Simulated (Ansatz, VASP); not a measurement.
## Na: VASP beside Ansatz

The input INCAR:

```
PREC = Accurate ; ENCUT = 600
EDIFF = 1E-7 ; ISMEAR = 0
SIGMA = 0.1 ; LREAL = F
LASPH = T ; NELM = 100
ALGO = Fast ; ISIF = 3
LWAVE = F ; LCHARG = F
GGA = PE ; IBRION = 2
NSW = 100 ; EDIFFG = -0.01
```

File KPOINTS:

```
Automatic mesh
0
Gamma
  12 12 2
```

The input POSCAR:

```
Na
1.0
    3.7539719000      0.0000000000      0.0000000000
   -1.8769859000      3.2510350000      0.0000000000
    0.0000000000      0.0000000000     24.2919426000
Na
8
Direct
    0.3333333000      0.6666667000      0.7500000000
    0.6666667000      0.3333333000      0.8749890000
    0.0000000000      0.0000000000      0.0000000000
    0.3333333000      0.6666667000      0.1250110000
    0.6666667000      0.3333333000      0.2500000000
    0.3333333000      0.6666667000      0.3749890000
    0.0000000000      0.0000000000      0.5000000000
    0.6666667000      0.3333333000      0.6250110000
```

Input for Ansatz:

```yaml
crystal:
  lattice:
    - [3.7539719, 0.0, 0.0]
    - [-1.8769859, 3.251035, 0.0]
    - [0.0, 0.0, 24.2919426]
  atoms:
    - { symbol: Na, position: [0.3333333, 0.6666667, 0.75] }
    - { symbol: Na, position: [0.6666667, 0.3333333, 0.874989] }
    - { symbol: Na, position: [0.0, 0.0, 0.0] }
    - { symbol: Na, position: [0.3333333, 0.6666667, 0.125011] }
    - { symbol: Na, position: [0.6666667, 0.3333333, 0.25] }
    - { symbol: Na, position: [0.3333333, 0.6666667, 0.374989] }
    - { symbol: Na, position: [0.0, 0.0, 0.5] }
    - { symbol: Na, position: [0.6666667, 0.3333333, 0.625011] }
basis:
  ecutwfc: 420
kpoints:
  mp_grid: { grid: [12, 12, 2] }
hamiltonian:
  xc: pbe
scf:
  occupations: { method: gaussian, width: 0.1 }
output:
  forces: true
  stress: true
  eigenvalues: true
  write_density: true
  write_potential: true
  elf: true
  volumetric_format: npy
relax:
  adjacent_minimum: "off"
  f_tol: 0.01
  max_steps: 80
  cell: { stress_tol: 0.05 }
```

Alike in both runs: task relaxation of cell and atoms; functional PBE; k mesh 12 × 12 × 2; occupations gaussian, width 0.1 eV; no spin polarisation.

|  | VASP | Ansatz |
| --- | --- | --- |
| version | VASP 6.6.1 | Ansatz 0.2.0 |
| potentials or method | VASP PAW PBE potentials, release 64 (Na_pv), cutoff 600 eV | scalar-relativistic, plane waves, PAW |
| valence electrons in the cell | 56 | 72 |

|  | VASP | Ansatz | Ansatz less VASP |
| --- | --- | --- | --- |
| gap on the k mesh at the Fermi level, each at its own relaxed structure (eV) | none | none | - |
| relaxed volume (Å³/atom) | 37.06 | 37.06 | 0.000 |
| relaxed length of the cell vector where the two differ most in proportion (Å) | 3.754 | 3.754 | 0.0000 |

A gap of «none» marks a metal or a gap that the smearing closes. VASP's potentials hold 56 valence electrons a cell and Ansatz's 72, so a difference there can come from the potentials and not from the codes.

Noted on VASP's run: the relaxation stopped at its first step, so nothing moved.
